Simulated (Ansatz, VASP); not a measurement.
**Fe in VASP and in Ansatz**

```
Fe
1.0
    -1.36502    1.36502    1.36502
     1.36502   -1.36502    1.36502
     1.36502    1.36502   -1.36502
Fe
1
Direct
  0.00000 0.00000 0.00000
```

Alike in both runs: task single point; functional r2SCAN; k mesh 16 × 16 × 16; occupations gaussian, width 0.3 eV; no spin polarisation.

```csv
,VASP,Ansatz
version,VASP 6.6.1,Ansatz 0.2.0
potentials or method,"VASP PAW PBE potentials, release 64 (Fe), cutoff 520 eV","plane waves (500 eV) with PAW, scalar-relativistic"
valence electrons in the cell,8,16
```

VASP gave:

- pressure (GPa): 1.1

Task: Estimate Ansatz's values.

Result: Pressure (GPa): 0.5.

VASP's potentials were made for PBE, not for r2SCAN. With one functional, cell and mesh, what is left measures potentials, basis and numerics. VASP's potentials hold 8 valence electrons a cell and Ansatz's 16, so a difference there can come from the potentials and not from the codes.
